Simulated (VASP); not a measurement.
# Al32NO47 (a cell with a defect): single point with PBE

The system is Al32NO47 (a cell with a defect).

```
Al O N
1.0
     4.80788    2.77583    8.74841
    -4.80788    2.77583    8.74841
     0.00000   -5.55167    8.74841
Al O N
32 47 1
Cartesian
  -0.0273 -0.0161 8.4550
  -0.0289 0.0312 11.0931
  -0.0171 -0.0071 1.9389
  0.0367 0.0097 4.6216
  0.0036 -2.7631 12.8610
  0.0035 -2.7834 15.5455
  0.0300 -2.7846 6.3051
  -0.0318 -2.8051 8.9713
  -2.3854 1.3811 12.8834
  -2.3993 1.3840 15.5607
  -2.3789 1.3909 6.2927
  -2.4040 1.3970 8.9895
  -2.4134 -1.3992 17.2304
  -2.3994 -1.4593 19.9311
  -2.4277 -1.3818 10.6883
  -2.3871 -1.3793 13.3696
  2.4508 1.4669 12.8661
  2.4351 1.3614 15.5154
  2.4083 1.3695 6.3224
  2.3067 1.4438 9.0052
  2.3836 -1.3691 17.2411
  2.4125 -1.3703 19.9201
  2.2691 -1.5992 10.7010
  2.5116 -1.4141 13.3724
  0.1279 2.7725 17.1474
  -0.0174 2.7531 20.0237
  -0.0051 2.7996 10.6815
  0.0055 2.7644 13.3515
  0.0448 -0.0407 21.6403
  -0.0046 -0.0110 24.3233
  0.0258 -0.0164 15.0249
  -0.0200 0.0030 17.7242
  0.9579 -1.3834 5.4799
  1.6791 0.1062 7.6948
  -1.6457 -0.1045 5.4505
  0.7519 1.5048 5.4753
  -0.7349 -1.5153 7.6243
  -0.9388 1.3889 7.6253
  0.9183 -4.1806 9.8345
  1.6756 -2.7202 12.0345
  -1.7023 -2.8770 9.8214
  0.6792 -1.3175 9.8005
  -0.7243 -4.2638 12.0174
  -0.9049 -1.3635 12.0080
  -1.5169 -0.0073 9.8165
  -0.7307 1.4987 12.0167
  -4.1559 1.2251 9.8273
  -1.6859 2.8833 9.8363
  -3.1356 -0.1170 12.0365
  -3.3184 2.7541 12.0275
  -1.4470 -2.7614 14.2047
  -0.7313 -1.2703 16.3732
  -4.0459 -1.5177 14.2304
  -1.6457 0.1166 14.2171
  -3.1485 -2.9123 16.4113
  -3.3310 -0.0137 16.3930
  2.8603 0.1200 10.4131
  4.1318 1.5317 12.0677
  0.6315 1.3209 9.7620
  3.1156 2.8908 9.8479
  1.4749 2.8190 12.0193
  3.3632 -2.8107 14.2531
  4.0614 -1.2875 16.4061
  0.7934 -1.4642 14.1309
  3.1699 0.1074 14.2051
  1.6667 -2.8746 16.3880
  1.4596 0.0186 16.3833
  0.9519 1.3683 14.1727
  1.7208 2.8725 16.3606
  -1.6490 2.6600 14.2282
  0.7473 4.2557 14.2272
  -0.7547 1.3144 16.4453
  -0.9494 4.1188 16.4822
  0.9130 -1.3687 18.5718
  1.6881 0.1227 20.7691
  -1.6791 -0.1411 18.5663
  0.6308 1.5428 18.5896
  -0.7354 -1.5120 20.7749
  -0.8885 1.3139 20.8178
  1.8469 0.0310 11.7387
```

```json
{"Program": "VASP 6.6.1", "Task": "single point", "Functional": "PBE", "Potentials or basis": "VASP PAW PBE potentials, release 64 (Al, O, N)", "Cutoff": "520 eV", "k mesh": "1 × 1 × 1", "Occupations": "fermi-dirac, width 0.01 eV", "Spin": "no spin polarisation"}
```

```yaml
Largest_force: 0.059 eV/Å
```

Forces in eV/Å, atoms in the order of the input:
```
Al  -0.002  0.001 -0.005
Al   0.013  0.001  0.005
Al  -0.003 -0.003 -0.001
Al  -0.001  0.000  0.005
Al  -0.001 -0.011 -0.012
Al   0.003 -0.003  0.009
Al  -0.002  0.004 -0.008
Al  -0.002  0.002  0.005
Al  -0.003 -0.002 -0.016
Al  -0.002  0.002  0.009
Al   0.001 -0.006 -0.007
Al   0.003 -0.005  0.010
Al   0.003  0.004 -0.008
Al  -0.001  0.000  0.013
Al   0.001  0.000 -0.007
Al  -0.003 -0.001  0.004
Al   0.000 -0.003 -0.023
Al   0.003  0.009  0.013
Al  -0.001  0.003 -0.008
Al   0.013 -0.008  0.018
Al   0.002 -0.003 -0.007
Al   0.003 -0.002  0.014
Al  -0.001 -0.010 -0.003
Al   0.003 -0.005 -0.003
Al   0.006  0.000 -0.002
Al  -0.009  0.001  0.004
Al   0.003 -0.003 -0.006
Al   0.002 -0.003  0.006
Al  -0.001 -0.001 -0.011
Al  -0.001  0.003  0.009
Al  -0.001  0.006 -0.012
Al  -0.001 -0.002  0.014
O   -0.001 -0.002  0.000
O    0.002 -0.003 -0.001
O    0.001  0.005 -0.003
O    0.003 -0.004  0.002
O   -0.003  0.002 -0.001
O    0.002  0.003 -0.002
O   -0.002  0.004  0.000
O   -0.008 -0.001  0.006
O    0.001  0.002 -0.003
O    0.007  0.000  0.003
O   -0.003  0.002  0.000
O    0.008  0.001 -0.001
O   -0.002  0.002 -0.003
O   -0.002 -0.003  0.003
O    0.000  0.002  0.000
O   -0.002 -0.001 -0.003
O   -0.001  0.003  0.005
O    0.004 -0.002  0.002
O   -0.005  0.000  0.000
O   -0.003  0.000 -0.001
O    0.001  0.002  0.001
O    0.003 -0.003  0.005
O   -0.001  0.000  0.001
O    0.005 -0.001  0.002
O    0.034  0.021 -0.033
O    0.001 -0.005 -0.004
O    0.001  0.001  0.004
O    0.000  0.001  0.000
O    0.000 -0.003 -0.003
O   -0.002  0.002  0.003
O   -0.004 -0.003 -0.001
O   -0.006  0.001  0.004
O   -0.003 -0.005 -0.008
O   -0.002  0.007 -0.002
O    0.000  0.000  0.000
O   -0.008 -0.007  0.001
O    0.000 -0.005 -0.006
O    0.002  0.003  0.001
O    0.003  0.000  0.001
O   -0.001 -0.001 -0.003
O    0.000 -0.001 -0.003
O   -0.004  0.000 -0.002
O   -0.001 -0.002  0.001
O    0.000  0.003 -0.002
O    0.001 -0.002 -0.002
O    0.000  0.005  0.001
O   -0.006  0.011 -0.009
N   -0.034  0.005  0.047
```

Levels at points of the mesh, in eV from the Fermi level:
```csv
k point,band 188,band 189,band 190,band 191,band 192,band 193,band 194,band 195
"(0.00, 0.00, 0.00)",-0.82,-0.75,-0.58,-0.27,2.85,5.08,7.06,7.58
```

Run time: 13 min on 1 thread of Intel Xeon 8259CL (shared host), peak memory 0.95 GiB.

Caveat: the k points lie up to 0.79 Å⁻¹ apart; the cell carries a net charge on a neutralising background, which shifts energy and pressure; the cell is charged against a uniform background, so pressure and absolute levels hang on convention.
